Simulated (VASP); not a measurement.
A run of VASP 6.6.1:

Contents of POSCAR:

```
GaN
1.0
    0.0000000000      2.1085152362      2.1085152362
    2.1085152362      0.0000000000      2.1085152362
    2.1085152362      2.1085152362      0.0000000000
Ga N
1 1
Direct
    0.0000000000      0.0000000000      0.0000000000
    0.5000000000      0.5000000000      0.5000000000
```

The input INCAR.step1:

```
PREC = Accurate
ENCUT = 500
EDIFF = 1E-8
ISMEAR = 0
SIGMA = 0.01
LREAL = F
LASPH = T
NELM = 100
ALGO = Normal
LWAVE = T
LCHARG = F
GGA = PE
```

The input INCAR.step2:

```
PREC = Accurate
ENCUT = 500
EDIFF = 1E-8
ISMEAR = 0
SIGMA = 0.01
LREAL = F
LASPH = T
NELM = 1
ALGO = Exact
LWAVE = T
LCHARG = F
GGA = PE
NBANDS = 138
LOPTICS = T
ISTART = 1
```

Contents of INCAR.step3:

```
PREC = Accurate
ENCUT = 500
EDIFF = 1E-8
ISMEAR = 0
SIGMA = 0.01
LREAL = F
LASPH = T
ALGO = EVGW0
LWAVE = F
LCHARG = F
GGA = PE
NELMGW = 1
NBANDS = 138
ENCUTGW = 200
NOMEGA = 96
PRECFOCK = Fast
ISTART = 1
NBANDSGW = 17
OMEGAMAX = 20
```

File KPOINTS:

```
regular mesh
0
Gamma
  6 6 6
```

Potentials or basis: VASP PAW PBE potentials, release 64 (Ga_d_GW, N_GW).

Launch:

```bash
$ cat potpaw_PBE.64/Ga_d_GW/POTCAR potpaw_PBE.64/N_GW/POTCAR > POTCAR
$ cp INCAR.step1 INCAR
$ mpirun -np 1 vasp_std > vasp.out
$ cp INCAR.step2 INCAR
$ mpirun -np 1 vasp_std > vasp.out
$ cp INCAR.step3 INCAR
$ mpirun -np 1 vasp_std > vasp.out
```

Hardware: 1 thread of Intel(R) Xeon(R) Platinum 8259CL CPU @ 2.50GHz (Skylake/Cascade Lake), on a shared host.

Q: How long does it take, and how much memory?

A: Wall time 14 min on 1 thread of Intel(R) Xeon(R) Platinum 8259CL CPU @ 2.50GHz (Skylake/Cascade Lake), on a shared host, peak memory 0.57 GiB. Counts: k points 16.
